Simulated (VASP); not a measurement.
# WS2 in VASP: notebook

The runs below take WS2 through single point, with PBEsol, PBE, LDA, r2SCAN.

Everything below comes from runs of VASP 6.6.1. Logs are shortened: lines on timing, memory, paths and dates and some standing lists are left out, and cuts for length are marked.

### 1 The cell of the first run

The cell holds a slab with vacuum, 6 atoms: a = 3.183 Å, b = 3.183 Å, c = 23.669 Å, α = 90.00°, β = 90.00°, γ = 120.00°.

### 2 Single point, PBEsol

File INCAR:

```
PREC = Accurate
ENCUT = 520
EDIFF = 1E-7
ISMEAR = -1
SIGMA = 0.05
LREAL = F
LASPH = T
NELM = 80
ALGO = Normal
ISIF = 2
LWAVE = F
LCHARG = F
GGA = PS
NBANDS = 35
```

File KPOINTS:

```
regular mesh
0
Gamma
  10 10 2
```

File POSCAR:

```
WS2
1.0
    3.1832085602      0.0000000000      0.0000000000
   -1.5916042801      2.7567394786      0.0000000000
    0.0000000000      0.0000000000     23.6687632500
W S
2 4
Direct
    0.6666666667      0.3333333333      0.3626824600
    0.3333333333      0.6666666667      0.6373175400
    0.6666666667      0.3333333333      0.7031838900
    0.3333333333      0.6666666667      0.4285581700
    0.6666666667      0.3333333333      0.5714418300
    0.3333333333      0.6666666667      0.2968161100
```

Potentials or basis: VASP PAW PBE potentials, release 64 (W_sv, S).

On the command line:

```console
> cat potpaw_PBE.64/W_sv/POTCAR potpaw_PBE.64/S/POTCAR > POTCAR
> mpirun -np 1 vasp_std > vasp.out
```

OUTCAR:

```text
PREC = Accurate
   ENCUT = 520
   EDIFF = 1E-7
   ISMEAR = -1
   LREAL = F
   LASPH = T
   NELM = 80
   ISIF = 2
   GGA = PS

 ion  position               nearest neighbor table
   1  0.667  0.333  0.363-   6 2.41   6 2.41   6 2.41   4 2.41   4 2.41   4 2.41
   2  0.333  0.667  0.637-   3 2.41   3 2.41   3 2.41   5 2.41   5 2.41   5 2.41
   3  0.667  0.333  0.703-   2 2.41   2 2.41   2 2.41
   4  0.333  0.667  0.429-   1 2.41   1 2.41   1 2.41
   5  0.667  0.333  0.571-   2 2.41   2 2.41   2 2.41
   6  0.333  0.667  0.297-   1 2.41   1 2.41   1 2.41

  LATTYP: Found a hexagonal cell.
 ALAT       =     3.1832085602
 C/A-ratio  =     7.4355050266

  Lattice vectors:

 A1 = (   3.1832085602,   0.0000000000,   0.0000000000)
 A2 = (  -1.5916042801,   2.7567394786,   0.0000000000)
 A3 = (   0.0000000000,   0.0000000000,  23.6687632500)

Analysis of symmetry for initial positions (statically):
=====================================================================
 Subroutine PRICEL returns:
 Original cell was already a primitive cell.

 Routine SETGRP: Setting up the symmetry group for a
 hexagonal supercell.

 Subroutine GETGRP returns: Found 12 space group operations
 (whereof 12 operations were pure point group operations)
 out of a pool of 24 trial point group operations.

The static configuration has the point symmetry D_3d.

Analysis of symmetry for dynamics (positions and initial velocities):
=====================================================================
 Subroutine PRICEL returns:
 Original cell was already a primitive cell.

 Routine SETGRP: Setting up the symmetry group for a
 hexagonal supercell.

 Subroutine GETGRP returns: Found 12 space group operations
 (whereof 12 operations were pure point group operations)
 out of a pool of 24 trial point group operations.

The dynamic configuration has the point symmetry D_3d.

 Subroutine INISYM returns: Found 12 space group operations
 (whereof 12 operations are pure point group operations),
 and found     1 'primitive' translations

----------------------------------------------------------------------------------------

                                     Primitive cell

  volume of cell :     207.6999

  direct lattice vectors                    reciprocal lattice vectors
     3.183208560  0.000000000  0.000000000     0.314148439  0.181373686  0.000000000
    -1.591604280  2.756739479  0.000000000     0.000000000  0.362747372  0.000000000
     0.000000000  0.000000000 23.668763250     0.000000000  0.000000000  0.042249778

  length of vectors
     3.183208560  3.183208560 23.668763250     0.362747372  0.362747372  0.042249778

  position of ions in fractional coordinates (direct lattice)
     0.666666667  0.333333333  0.362682460
     0.333333333  0.666666667  0.637317540
     0.666666667  0.333333333  0.703183890
     0.333333333  0.666666667  0.428558170
     0.666666667  0.333333333  0.571441830
     0.333333333  0.666666667  0.296816110

  ion indices of the primitive-cell ions
   primitive index   ion index
                 1           1
                 2           2
                 3           3
                 4           4
                 5           5
                 6           6

----------------------------------------------------------------------------------------

 KPOINTS: regular mesh

Automatic generation of k-mesh.
 Grid dimensions read from file:
 generate k-points for:   10   10    2

 Generating k-lattice:

  Cartesian coordinates                     Fractional coordinates (reciprocal lattice)
     0.031414844  0.018137369  0.000000000     0.100000000 -0.000000000  0.000000000
     0.000000000  0.036274737  0.000000000     0.000000000  0.100000000  0.000000000
     0.000000000  0.000000000  0.021124889     0.000000000  0.000000000  0.500000000

  Length of vectors
     0.036274737  0.036274737  0.021124889

  Shift w.r.t. Gamma in fractional coordinates (k-lattice)
     0.000000000  0.000000000  0.000000000

 Subroutine IBZKPT returns following result:
 ===========================================

 Found     28 irreducible k-points:

 Following reciprocal coordinates:
            Coordinates               Weight
  0.000000  0.000000  0.000000      1.000000
  0.100000  0.000000  0.000000      6.000000
  0.200000  0.000000  0.000000      6.000000
  0.300000  0.000000  0.000000      6.000000
  0.400000 -0.000000  0.000000      6.000000
  0.500000  0.000000  0.000000      3.000000
[... 16 lines left out ...]
  0.300000  0.100000  0.500000     12.000000
  0.400000  0.100000  0.500000     12.000000
 [... further k-points ...]
   k-points           NKPTS =     28   k-points in BZ     NKDIM =     28   number of bands    NBANDS=     35
   number of dos      NEDOS =    301   number of ions     NIONS =      6
   total plane-waves  NPLWV = 103680
   dimension x,y,z NGX =    24 NGY =   24 NGZ =  180
   dimension x,y,z NGXF=    48 NGYF=   48 NGZF=  360
   ions per type =               2   4
   NGX,Y,Z   is equivalent  to a cutoff of  12.53, 12.53, 12.64 a.u.
   NGXF,Y,Z  is equivalent  to a cutoff of  25.07, 25.07, 25.29 a.u.
 SYSTEM =  unknown system
   PREC   = accura    normal or accurate (medium, high low for compatibility)
   ISTART =      0    job   : 0-new  1-cont  2-samecut
   ICHARG =      2    charge: 1-file 2-atom 10-const
   ISPIN  =      1    spin polarized calculation?
   LNONCOLLINEAR =      F non collinear calculations
   LSORBIT =      F    spin-orbit coupling
   LASPH  =      T    aspherical Exc in radial PAW
   ENCUT  =  520.0 eV  38.22 Ry    6.18 a.u.   5.92  5.92 44.01*2*pi/ulx,y,z
   NELM   =     80;   NELMIN=  2; NELMDL= -5     # of ELM steps
   EDIFF  = 0.1E-06   stopping-criterion for ELM
   LREAL  =      F    real-space projection
   EDIFFG = 0.1E-05   stopping-criterion for IOM
   NSW    =      0    number of steps for IOM
   IBRION =     -1    ionic relax: 0-MD 1-quasi-New 2-CG
   NFREE  =      0    steps in history (QN), initial steepest desc. (CG)
   ISIF   =      2    stress and relaxation
   ISYM   =      2    0-nonsym 1-usesym 2-fastsym
   POTIM  = 0.5000    time-step for ionic-motion
   TEBEG  =    0.0;   TEEND  =   0.0 temperature during run
   PSTRESS=    0.0 pullay stress
   NELECT =      52.0000    total number of electrons
   NUPDOWN=      -1.0000    fix difference up-down
   EMIN   =  10.00;   EMAX   =-10.00  energy-range for DOS
   EFERMI =   0.00;   METHOD = LEGACY
   ISMEAR =    -1;   SIGMA  =   0.05  broadening in eV -4-tet -1-fermi 0-gaus
   EFERMI_NEDOS =   21; number of points for ismear=-14 and -15
   IALGO  =     38    algorithm
   IMIX   =      4    mixing-type and parameters
     AMIX     =   0.40;   BMIX     =  1.00
     AMIX_MAG =   1.60;   BMIX_MAG =  1.00
  volume/ion in A,a.u.               =      34.62       233.60
  Fermi-wavevector in a.u.,A,eV,Ry     =   1.031804  1.949827 14.485024  1.064619
  Thomas-Fermi vector in A             =   2.165970
   LORBIT       =      0    0 simple, 1 ext, 2 COOP (PROOUT), +10 PAW based schemes
   GGA     = PS    functional components
   LHFCALC =     F    Hartree Fock is set to
   AEXX    =    0.0000 exact exchange contribution
   IVDW    =     0    specifies the selected vdW correction
   LEPSILON=     F    determine dielectric tensor
   LRPA    =     F    only Hartree local field effects (RPA)
 non-spin polarized calculation
  energy-cutoff  :      520.00
  volume of cell :      207.70
 maximum number of plane-waves:      5628
 NGX is ok and might be reduce to    24
   NGX = 11   NGY = 11   NGZ = 89

 number of electron      52.0000000 magnetization

 Free energy of the ion-electron system (eV)
  ---------------------------------------------------
  ext. energy  EPLUGINS =         0.00000000
  ---------------------------------------------------
  free energy    TOTEN  =       -50.49672830 eV

  energy without entropy =      -50.49672829  energy(sigma->0) =      -50.49672829

 E-fermi :   1.7229     XC(G=0):  -6.1819

 val. band max:        0.9705685743   @ k =   0.0000   0.0000   0.0000
 cond. band min:       2.6312154434   @ k =   0.2000   0.2000   0.0000
 fundamental gap:      1.6606468691
 Fermi energy:         1.7228764439

 k-point     1 :       0.0000    0.0000    0.0000
  band No.  band energies     occupation
      1     -73.3032      2.00000
      2     -73.3032      2.00000
      3     -37.5493      2.00000
      4     -37.5493      2.00000
      5     -37.3968      2.00000
      6     -37.3968      2.00000
[... 27 lines left out ...]
     34       3.7717      0.00000
     35       5.6992      0.00000

 k-point     2 :       0.1000    0.0000    0.0000
  band No.  band energies     occupation
      1     -73.3016      2.00000
      2     -73.3016      2.00000
      3     -37.5435      2.00000
      4     -37.5434      2.00000
      5     -37.4296      2.00000
      6     -37.4296      2.00000
[... 27 lines left out ...]
     34       3.8615      0.00000
     35       6.1314      0.00000

 k-point     3 :       0.2000    0.0000    0.0000
  band No.  band energies     occupation
      1     -73.2974      2.00000
      2     -73.2973      2.00000
      3     -37.5280      2.00000
      4     -37.5280      2.00000
      5     -37.5146      2.00000
      6     -37.5146      2.00000
[... 27 lines left out ...]
     34       4.5091      0.00000
     35       6.7412      0.00000
[... 723 lines left out ...]
 k-point    23 :       0.3000    0.1000    0.5000
  band No.  band energies     occupation
      1     -73.2893      2.00000
      2     -73.2893      2.00000
      3     -37.6613      2.00000
      4     -37.6613      2.00000
      5     -37.4981      2.00000
      6     -37.4980      2.00000
[... 27 lines left out ...]
     34       5.4662      0.00000
     35       7.3063      0.00000

 k-point    24 :       0.4000    0.1000    0.5000
  band No.  band energies     occupation
      1     -73.2864      2.00000
      2     -73.2864      2.00000
      3     -37.7142      2.00000
      4     -37.7142      2.00000
      5     -37.4939      2.00000
      6     -37.4939      2.00000
[... 27 lines left out ...]
     34       5.3253      0.00000
     35       6.1322      0.00000

 [... further k-points ...]
[... 5 lines left out ...]
  --------------------------------------------------------------------------------------
  -------------------------------------------------------------------------------------
  Total       -2.4845199     -2.4845199     -0.6783449      0.0000000     -0.0000000      0.0000000
  in kB      -19.1653467    -19.1653467     -5.2326873      0.0000000     -0.0000000      0.0000000
  external PRESSURE =     -14.5211269 kB  Pullay stress =       0.0000000 kB

 VOLUME and BASIS-vectors are now :
 -----------------------------------------------------------------------------
  energy-cutoff  :      520.00
  volume of cell :      207.70
      direct lattice vectors                 reciprocal lattice vectors
     3.183208560  0.000000000  0.000000000     0.314148439  0.181373686  0.000000000
    -1.591604280  2.756739479  0.000000000     0.000000000  0.362747372  0.000000000
     0.000000000  0.000000000 23.668763250     0.000000000  0.000000000  0.042249778

 POSITION                                       TOTAL-FORCE (eV/Angst)
 -----------------------------------------------------------------------------------
      1.59160      0.91891      8.58425        -0.000000     -0.000000     -0.007257
     -0.00000      1.83783     15.08452        -0.000000      0.000000      0.007257
      1.59160      0.91891     16.64349        -0.000000      0.000000     -0.093719
     -0.00000      1.83783     10.14344         0.000000     -0.000000     -0.068770
      1.59160      0.91891     13.52532        -0.000000      0.000000      0.068770
     -0.00000      1.83783      7.02527         0.000000      0.000000      0.093719
 -----------------------------------------------------------------------------------
    total drift:                                0.000000     -0.000000      0.000000

  FREE ENERGIE OF THE ION-ELECTRON SYSTEM (eV)
  ---------------------------------------------------
  free  energy   TOTEN  =       -50.4967282977 eV

  energy  without entropy=      -50.4967282856  energy(sigma->0) =      -50.49672829
```

Run time: 7.4 min. Hardware: 1 thread of Intel Xeon 8259CL, shared host; peak memory 0.41 GiB.

Results:

```yaml
Free_energy: -50.4967 eV
Largest_force: 0.094 eV/Å
Band_gap_on_the_k_mesh: 1.66 eV, indirect (least direct gap 2.12 eV)
```

Forces on the atoms (eV/Å):
```
W    0.000  0.000 -0.007
W    0.000  0.000  0.007
S    0.000  0.000 -0.094
S    0.000  0.000 -0.069
S    0.000  0.000  0.069
S    0.000  0.000  0.094
```

Caveat: the PAW data sets were made with another functional, which shifts forces and pressure a little; spin-orbit coupling is left out, which moves the levels of the heavy elements.

### 3 Single point, PBE

This run uses another cell than the first one, of 35.44 Å³/atom, 1.024 times its volume.

File INCAR:

```
SYSTEM = WS2
PREC = Accurate
ENCUT = 520
EDIFF = 1E-6
ISMEAR = -1
SIGMA = 0.05
LREAL = .FALSE.
LASPH = .TRUE.
NELM = 100
ALGO = Normal
ISIF = 2
LWAVE = .FALSE.
LCHARG = .FALSE.
GGA = PE
NBANDS = 35
```

File KPOINTS:

```
regular mesh
0
G
  10 10 2
  0 0 0
```

File POSCAR:

```
WS2
1.0
    3.1875412152      0.0000000000      0.0000000000
   -1.5937706076      2.7604916680      0.0000000000
    0.0000000000      0.0000000000     24.1665357734
W S
2 4
Direct
    0.6666666667      0.3333333333      0.3462324109
    0.3333333333      0.6666666667      0.6537675891
    0.6666666667      0.3333333333      0.7187788954
    0.3333333333      0.6666666667      0.4112471856
    0.6666666667      0.3333333333      0.5887528144
    0.3333333333      0.6666666667      0.2812211046
```

Potentials or basis: VASP PAW PBE potentials, release 64 (W_sv, S).

On the command line:

```console
> cat potpaw_PBE.64/W_sv/POTCAR potpaw_PBE.64/S/POTCAR > POTCAR
> mpirun -np 1 vasp_std > vasp.out
```

It took 6.2 min on 1 thread of Intel Xeon 8259CL, shared host; peak memory 0.41 GiB.

It converged, with:

| Item | Value |
| --- | --- |
| Free energy | -47.3559 eV |
| Largest force | 0.003 eV/Å |
| Band gap on the k mesh | 1.94 eV, indirect (least direct gap 2.15 eV) |

Forces in eV/Å, atoms in the order of the input:
```
W    0.000  0.000  0.000
W    0.000  0.000  0.000
S    0.000  0.000  0.003
S    0.000  0.000  0.003
S    0.000  0.000 -0.003
S    0.000  0.000 -0.003
```

Levels at points of the mesh, in eV from the valence-band top:
```
           k point  band 22  band 23  band 24  band 25  band 26  band 27  band 28  band 29  band 30  band 31
(0.00, 0.00, 0.00)    -1.69    -1.68    -1.68    -0.21     0.00     2.80     2.80     2.80     2.80     2.95
(0.50, 0.00, 0.00)    -2.21    -1.35    -1.34    -1.00    -0.99     2.76     2.77     3.20     3.22     3.91
(0.00, 0.00, 0.50)    -1.69    -1.68    -1.68    -0.21     0.00     2.80     2.80     2.80     2.80     2.95
(0.50, 0.00, 0.50)    -2.21    -1.35    -1.34    -1.00    -0.99     2.76     2.77     3.20     3.22     3.91
```

Caveat: spin-orbit coupling is left out, which moves the levels of the heavy elements.

### 4 Single point, LDA

File INCAR:

```
SYSTEM = WS2
PREC     = Accurate       ! precision mode
ENCUT    = 520            ! plane-wave cutoff, eV
EDIFF    = 1E-6           ! SCF threshold, eV
ISMEAR   = 0              ! smearing method
SIGMA    = 0.01           ! smearing width, eV
LREAL    = .FALSE.        ! projectors in reciprocal space
LASPH    = .TRUE.         ! aspherical terms in the spheres
NELM     = 60             ! most SCF steps
ALGO     = Normal         ! electronic algorithm
ISIF     = 2              ! what is computed and relaxed
LWAVE    = .FALSE.        ! write WAVECAR
LCHARG   = .FALSE.        ! write CHGCAR
NBANDS   = 35             ! bands
```

File KPOINTS:

```
Automatic mesh
0
G
  12 12 2
  0 0 0
```

File POSCAR:

```
WS2
1.0
    3.1832085602      0.0000000000      0.0000000000
   -1.5916042801      2.7567394786      0.0000000000
    0.0000000000      0.0000000000     23.6687632500
W S
2 4
Direct
    0.6666666667      0.3333333333      0.3626824600
    0.3333333333      0.6666666667      0.6373175400
    0.6666666667      0.3333333333      0.7031838900
    0.3333333333      0.6666666667      0.4285581700
    0.6666666667      0.3333333333      0.5714418300
    0.3333333333      0.6666666667      0.2968161100
```

Potentials or basis: VASP PAW LDA potentials, release 64 (W_sv, S).

On the command line:

```console
> cat potpaw_LDA.64/W_sv/POTCAR potpaw_LDA.64/S/POTCAR > POTCAR
> mpirun -np 1 vasp_std > vasp.out
```

Wall time 9.8 min (1 thread of Oxide Virtual Turin-like, shared host); peak memory 0.35 GiB.

It converged, with:

```
Free energy            : -52.3205 eV
Largest force          : 0.347 eV/Å
Band gap on the k mesh : 1.45 eV, indirect (least direct gap 1.76 eV)
```

Forces in eV/Å, atoms in the order of the input:
```
W    0.000  0.000 -0.005
W    0.000  0.000  0.005
S    0.000  0.000 -0.347
S    0.000  0.000 -0.259
S    0.000  0.000  0.259
S    0.000  0.000  0.347
```

Levels at points of the mesh, in eV from the valence-band top:
| k point | band 24 | band 25 | band 26 | band 27 | band 28 | band 29 |
| --- | --- | --- | --- | --- | --- | --- |
| (0.00, 0.00, 0.00) | -1.96 | -0.51 | 0.00 | 2.56 | 2.56 | 2.57 |
| (0.50, 0.00, 0.00) | -1.54 | -1.24 | -1.19 | 2.48 | 2.49 | 2.90 |
| (0.00, 0.00, 0.50) | -1.96 | -0.51 | 0.00 | 2.56 | 2.56 | 2.57 |
| (0.50, 0.00, 0.50) | -1.54 | -1.24 | -1.19 | 2.48 | 2.49 | 2.90 |

Caveat: spin-orbit coupling is left out, which moves the levels of the heavy elements.

### 5 Single point, r2SCAN

POSCAR is that of step 4.

File INCAR.step1:

```
SYSTEM = WS2
ALGO = Normal
EDIFF = 1E-4
ENCUT = 520
GGA = PE
ISMEAR = 0
LASPH = .TRUE.
LCHARG = .FALSE.
LREAL = .FALSE.
LWAVE = .TRUE.
NBANDS = 35
NELM = 80
PREC = Accurate
SIGMA = 0.01
```

File INCAR.step2:

```
SYSTEM = WS2
ALGO = Normal
EDIFF = 1E-7
ENCUT = 520
ISIF = 2
ISMEAR = 0
ISTART = 1
LASPH = .TRUE.
LCHARG = .FALSE.
LMIXTAU = .TRUE.
LREAL = .FALSE.
LWAVE = .FALSE.
METAGGA = R2SCAN
NBANDS = 35
NELM = 80
PREC = Accurate
SIGMA = 0.01
```

File KPOINTS:

```
k-points
0
G
  12 12 2
  0 0 0
```

Potentials or basis: VASP PAW PBE potentials, release 64 (W_sv, S).

On the command line:

```console
> cat potpaw_PBE.64/W_sv/POTCAR potpaw_PBE.64/S/POTCAR > POTCAR
> cp INCAR.step1 INCAR
> mpirun -np 1 vasp_std > vasp.out
> cp INCAR.step2 INCAR
> mpirun -np 1 vasp_std > vasp.out
```

Wall time 42 min (1 thread of Oxide Virtual Turin-like, shared host); peak memory 0.46 GiB.

Results (log left out):

```yaml
Free_energy: -140.1225 eV
Largest_force: 0.013 eV/Å
Band_gap_on_the_k_mesh: 1.58 eV, indirect (least direct gap 1.90 eV)
```

Forces on the atoms (eV/Å):
```
W    0.000  0.000 -0.009
W    0.000  0.000  0.009
S    0.000  0.000  0.009
S    0.000  0.000  0.013
S    0.000  0.000 -0.013
S    0.000  0.000 -0.009
```

Levels at points of the mesh, in eV from the valence-band top:
```
           k point  band 23  band 24  band 25  band 26  band 27  band 28  band 29  band 30
(0.00, 0.00, 0.00)    -2.10    -2.10    -0.49     0.00     2.74     2.74     2.74     2.74
(0.50, 0.00, 0.00)    -1.79    -1.74    -1.34    -1.29     2.66     2.67     3.09     3.17
(0.00, 0.00, 0.50)    -2.10    -2.10    -0.49     0.00     2.74     2.74     2.74     2.74
(0.50, 0.00, 0.50)    -1.79    -1.74    -1.34    -1.29     2.66     2.67     3.09     3.17
```

Caveat: the PAW data sets were made with another functional, which shifts forces and pressure a little; spin-orbit coupling is left out, which moves the levels of the heavy elements.

### 6 Overview

| level | potentials or basis | cell | k mesh | smearing | gap on the mesh (eV) | largest force (eV/Å) |
| --- | --- | --- | --- | --- | --- | --- |
| PBEsol | VASP PAW PBE potentials, release 64 (W_sv, S) | a = 3.183, b = 3.183, c = 23.669 Å, angles 90.0, 90.0, 120.0°, 6 atoms | 10 × 10 × 2 | fermi-dirac 0.05 eV | 1.66 | 0.09 |
| PBE | VASP PAW PBE potentials, release 64 (W_sv, S) | a = 3.188, b = 3.188, c = 24.167 Å, angles 90.0, 90.0, 120.0°, 6 atoms | 10 × 10 × 2 | fermi-dirac 0.05 eV | 1.94 | - |
| LDA | VASP PAW LDA potentials, release 64 (W_sv, S) | a = 3.183, b = 3.183, c = 23.669 Å, angles 90.0, 90.0, 120.0°, 6 atoms | 12 × 12 × 2 | gaussian 0.01 eV | 1.45 | 0.35 |
| r2SCAN | VASP PAW PBE potentials, release 64 (W_sv, S) | a = 3.183, b = 3.183, c = 23.669 Å, angles 90.0, 90.0, 120.0°, 6 atoms | 12 × 12 × 2 | gaussian 0.01 eV | 1.58 | 0.01 |

Alike in all rows: task single point; no spin polarisation; cutoff (eV) 520.

Caveats: spin-orbit coupling is left out, which moves the levels of the heavy elements; the PAW data sets were made with another functional, which shifts forces and pressure a little (some runs).

Absolute energies hang on the potentials; compare differences alone.
